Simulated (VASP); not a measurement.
# NaH (P6_3/mmc) in VASP: notebook, part 2 of 2

VASP 6.6.1.

## Step 3: Single point, r2SCAN (14.33 Å³/atom)

This run uses another cell than the first one, of 14.33 Å³/atom.

File POSCAR:

```
NaH
1.0
    3.3520238653      0.0000000000      0.0000000000
   -1.6760119327      2.9029378214      0.0000000000
    0.0000000000      0.0000000000      5.8886897606
Na H
2 2
Direct
    0.0000000000      0.0000000000      0.0000000000
    0.0000000000      0.0000000000      0.5000000000
    0.3333333333      0.6666666667      0.2500000000
    0.6666666667      0.3333333333      0.7500000000
```

File INCAR.step1:

```
SYSTEM = NaH
PREC = Accurate
ENCUT = 520
ISMEAR = 0
SIGMA = 0.01
LREAL = .False.
LASPH = .True.
NELM = 60
NBANDS = 16
GGA = PE
ALGO = Normal
EDIFF = 1E-4
LWAVE = .True.
LCHARG = .False.
```

File INCAR.step2:

```
SYSTEM = NaH
PREC = Accurate
ENCUT = 520
EDIFF = 1E-6
ISMEAR = 0
SIGMA = 0.01
LREAL = .False.
LASPH = .True.
NELM = 60
ALGO = Normal
ISIF = 2
LWAVE = .False.
LCHARG = .False.
METAGGA = R2SCAN
LMIXTAU = .True.
NBANDS = 16
ISTART = 1
```

File KPOINTS:

```
regular mesh
0
Gamma
  9 9 4
  0 0 0
```

Potentials or basis: VASP PAW PBE potentials, release 64 (Na_pv, H).

On the command line:

```sh
$ cat potpaw_PBE.64/Na_pv/POTCAR potpaw_PBE.64/H/POTCAR > POTCAR
$ cp INCAR.step1 INCAR
$ mpirun -np 1 vasp_std > vasp.out
$ cp INCAR.step2 INCAR
$ mpirun -np 1 vasp_std > vasp.out
```

Run time: 4.5 min. Hardware: 1 thread of Intel Xeon 8259CL, shared host; peak memory 0.2 GiB.

It converged, with:

| Quantity | Value |
| --- | --- |
| Free energy | -15.0187 eV |
| Pressure | -1.0 GPa |
| Band gap on the k mesh | 3.98 eV (least direct gap 5.10 eV) |

Levels at points of the mesh, in eV from the valence-band top:
| k point | band 6 | band 7 | band 8 | band 9 | band 10 | band 11 |
| --- | --- | --- | --- | --- | --- | --- |
| (0.00, 0.00, 0.00) | -23.04 | -3.49 | -1.11 | 3.98 | 11.17 | 12.19 |
| (0.00, 0.00, 0.50) | -23.07 | -2.57 | -2.57 | 7.17 | 7.17 | 12.77 |

Caveat: the PAW data sets were made with another functional, which shifts forces and pressure a little.

## Step 4: Single point, r2SCAN (14.74 Å³/atom)

This run uses another cell than the first one, of 14.74 Å³/atom.

File POSCAR:

```
NaH
1.0
    3.3842568413      0.0000000000      0.0000000000
   -1.6921284207      2.9308523975      0.0000000000
    0.0000000000      0.0000000000      5.9453152512
Na H
2 2
Direct
    0.0000000000      0.0000000000      0.0000000000
    0.0000000000      0.0000000000      0.5000000000
    0.3333333333      0.6666666667      0.2500000000
    0.6666666667      0.3333333333      0.7500000000
```

File INCAR.step1:

```
PREC     = Accurate       # precision mode
ENCUT    = 520            # plane-wave cutoff, eV
ISMEAR   = 0              # smearing method
SIGMA    = 0.01           # smearing width, eV
LREAL    = False          # projectors in reciprocal space
LASPH    = True           # aspherical terms in the spheres
NELM     = 60             # most SCF steps
NBANDS   = 16             # bands
GGA      = PE             # functional
ALGO     = Normal         # electronic algorithm
EDIFF    = 1E-4           # SCF threshold, eV
LWAVE    = True           # write WAVECAR
LCHARG   = False          # write CHGCAR
```

File INCAR.step2:

```
PREC     = Accurate       # precision mode
ENCUT    = 520            # plane-wave cutoff, eV
EDIFF    = 1E-6           # SCF threshold, eV
ISMEAR   = 0              # smearing method
SIGMA    = 0.01           # smearing width, eV
LREAL    = False          # projectors in reciprocal space
LASPH    = True           # aspherical terms in the spheres
NELM     = 60             # most SCF steps
ALGO     = Normal         # electronic algorithm
ISIF     = 2              # what is computed and relaxed
LWAVE    = False          # write WAVECAR
LCHARG   = True           # write CHGCAR
METAGGA  = R2SCAN         # meta-GGA
LMIXTAU  = True         
LELF     = True           # ELF
LVHAR    = True         
NBANDS   = 16             # bands
ISTART   = 1
```

File KPOINTS:

```
Automatic mesh
0
Gamma
  9 9 4
```

On the command line:

```sh
$ cat potpaw_PBE.64/Na_pv/POTCAR potpaw_PBE.64/H/POTCAR > POTCAR
$ cp INCAR.step1 INCAR
$ mpirun -np 1 vasp_std > vasp.out
$ cp INCAR.step2 INCAR
$ mpirun -np 1 vasp_std > vasp.out
```

Run time: 4.5 min. Hardware: 1 thread of Intel Xeon 8259CL, shared host; peak memory 0.2 GiB.

The run converged. Its results:

```yaml
Free_energy: -15.0058 eV
Pressure: -1.5 GPa
Band_gap_on_the_k_mesh: 3.93 eV (least direct gap 5.02 eV)
```

Stress tensor (GPa, compression positive):
```
-1.36  0.00  0.00
 0.00 -1.36  0.00
 0.00  0.00 -1.65
```

Levels at points of the mesh, in eV from the valence-band top:
```csv
k point,band 4,band 5,band 6,band 7,band 8,band 9,band 10,band 11,band 12,band 13
"(0.00, 0.00, 0.00)",-23.11,-23.11,-23.10,-3.41,-1.09,3.93,10.92,11.97,14.21,14.21
"(0.00, 0.00, 0.50)",-23.12,-23.12,-23.12,-2.52,-2.52,7.05,7.05,12.54,12.54,15.24
```

Caveat: the PAW data sets were made with another functional, which shifts forces and pressure a little.

## Step 5: Single point, r2SCAN

File POSCAR:

```
NaH
1.0
    3.3191587698      0.0000000000      0.0000000000
   -1.6595793849      2.8744758138      0.0000000000
    0.0000000000      0.0000000000      5.8309537900
Na H
2 2
Direct
    0.0000000000      0.0000000000      0.0000000000
    0.0000000000      0.0000000000      0.5000000000
    0.3333333333      0.6666666667      0.2500000000
    0.6666666667      0.3333333333      0.7500000000
```

File INCAR.step1:

```
SYSTEM = NaH
ALGO = Normal ; EDIFF = 1E-4
ENCUT = 520 ; GGA = PE
ISMEAR = 0 ; LASPH = .TRUE.
LCHARG = .FALSE. ; LREAL = .FALSE.
LWAVE = .TRUE. ; NBANDS = 16
NELM = 80 ; PREC = Accurate
SIGMA = 0.01
```

File INCAR.step2:

```
SYSTEM = NaH
ALGO = Normal ; EDIFF = 1E-6
ENCUT = 520 ; ISIF = 2
ISMEAR = 0 ; ISTART = 1
LASPH = .TRUE. ; LCHARG = .FALSE.
LMIXTAU = .TRUE. ; LREAL = .FALSE.
LWAVE = .FALSE. ; METAGGA = R2SCAN
NBANDS = 16 ; NELM = 80
PREC = Accurate ; SIGMA = 0.01
```

File KPOINTS:

```
k-points
0
G
  12 12 4
  0 0 0
```

Potentials or basis: VASP PAW PBE potentials, release 64 (Na_pv, H).

On the command line:

```sh
$ cat potpaw_PBE.64/Na_pv/POTCAR potpaw_PBE.64/H/POTCAR > POTCAR
$ cp INCAR.step1 INCAR
$ mpirun -np 1 vasp_std > vasp.out
$ cp INCAR.step2 INCAR
$ mpirun -np 1 vasp_std > vasp.out
```

OUTCAR:

```text
SYSTEM = NaH
   EDIFF = 1E-6
   ENCUT = 520
   ISIF = 2
   ISMEAR = 0
   ISTART = 1
   LASPH = .TRUE.
   LREAL = .FALSE.
   METAGGA = R2SCAN
   NELM = 80
   PREC = Accurate

 ion  position               nearest neighbor table
   1  0.000  0.000  0.000-
   2  0.000  0.000  0.500-
   3  0.333  0.667  0.250-
   4  0.667  0.333  0.750-

  LATTYP: Found a hexagonal cell.
 ALAT       =     3.3191587698
[... 655 lines left out ...]

  FORCE on cell =-STRESS in cart. coord.  units (eV):
  Direction    XX          YY          ZZ          XY          YZ          ZX
  --------------------------------------------------------------------------------------
  -------------------------------------------------------------------------------------
  Total       -0.1004139     -0.1004139     -0.0407538      0.0000000      0.0000000      0.0000000
  in kB       -2.8918648     -2.8918648     -1.1736863      0.0000000      0.0000000      0.0000000
  external PRESSURE =      -2.3191386 kB  Pullay stress =       0.0000000 kB

 VOLUME and BASIS-vectors are now :
 -----------------------------------------------------------------------------
  energy-cutoff  :      520.00
  volume of cell :       55.63
      direct lattice vectors                 reciprocal lattice vectors
     3.319158770  0.000000000  0.000000000     0.301281159  0.173944758  0.000000000
    -1.659579385  2.874475814  0.000000000     0.000000000  0.347889516  0.000000000
     0.000000000  0.000000000  5.830953790     0.000000000  0.000000000  0.171498529

 POSITION                                       TOTAL-FORCE (eV/Angst)
 -----------------------------------------------------------------------------------
      0.00000      0.00000      0.00000        -0.000000      0.000000      0.000000
      0.00000      0.00000      2.91548        -0.000000      0.000000      0.000000
     -0.00000      1.91632      1.45774        -0.000000     -0.000000      0.000000
      1.65958      0.95816      4.37322         0.000000      0.000000      0.000000
 -----------------------------------------------------------------------------------
    total drift:                               -0.000000     -0.000000      0.000000

  FREE ENERGIE OF THE ION-ELECTRON SYSTEM (eV)
  ---------------------------------------------------
  free  energy   TOTEN  =       -15.0250388573 eV

  energy  without entropy=      -15.0250388573  energy(sigma->0) =      -15.02503886
```

OSZICAR.step1:

```text
N       E                     dE             d eps       ncg     rms          rms(c)
DAV:   1     0.114329419946E+03    0.11433E+03   -0.84590E+03  1840   0.106E+03
DAV:   2    -0.494592788306E+01   -0.11928E+03   -0.11504E+03  1968   0.304E+02
DAV:   3    -0.107913649962E+02   -0.58454E+01   -0.58325E+01  2328   0.700E+01
DAV:   4    -0.108673721101E+02   -0.76007E-01   -0.76002E-01  2120   0.903E+00
DAV:   5    -0.108686692256E+02   -0.12971E-02   -0.12971E-02  2352   0.111E+00    0.454E+00
DAV:   6    -0.101771767846E+02    0.69149E+00   -0.28457E-01  2528   0.392E+00    0.211E+00
DAV:   7    -0.998564666456E+01    0.19153E+00   -0.36791E-01  2560   0.300E+00    0.484E-01
DAV:   8    -0.999558505873E+01   -0.99384E-02   -0.20606E-02  1984   0.143E+00    0.110E-01
DAV:   9    -0.999554989871E+01    0.35160E-04   -0.23142E-03  2464   0.566E-01    0.356E-02
DAV:  10    -0.999549324533E+01    0.56653E-04   -0.10554E-04  1832   0.741E-02
   1 F= -.99954932E+01 E0= -.99954932E+01  d E =-.207860E-61
```

Run time: 6.1 min. Hardware: 1 thread of Intel Xeon 8259CL, shared host; peak memory 0.21 GiB.

What came out:

```yaml
Free_energy: -15.0250 eV
Pressure: -0.2 GPa
Band_gap_on_the_k_mesh: 4.02 eV (least direct gap 5.07 eV)
```

Caveat: the PAW data sets were made with another functional, which shifts forces and pressure a little. A k mesh can miss the band edges.

## Step 6: The runs side by side

```tsv
cell	k mesh	gap on the mesh (eV)	pressure (GPa)
a = 3.319, b = 3.319, c = 5.831 Å, angles 90.0, 90.0, 120.0°, 4 atoms	9 × 9 × 4	4.04	-0.2
a = 3.352, b = 3.352, c = 5.889 Å, angles 90.0, 90.0, 120.0°, 4 atoms	9 × 9 × 4	3.98	-1.0
a = 3.384, b = 3.384, c = 5.945 Å, angles 90.0, 90.0, 120.0°, 4 atoms	9 × 9 × 4	3.93	-1.5
a = 3.319, b = 3.319, c = 5.831 Å, angles 90.0, 90.0, 120.0°, 4 atoms	12 × 12 × 4	4.02	-0.2
```

Alike in all rows: task single point; level r2SCAN; potentials or basis VASP PAW PBE potentials, release 64 (Na_pv, H); no spin polarisation; cutoff (eV) 520; smearing gaussian 0.01 eV.

Caveats: the PAW data sets were made with another functional, which shifts forces and pressure a little.

Total energies depend on the potentials used, so only differences within one code and one set of settings carry meaning.
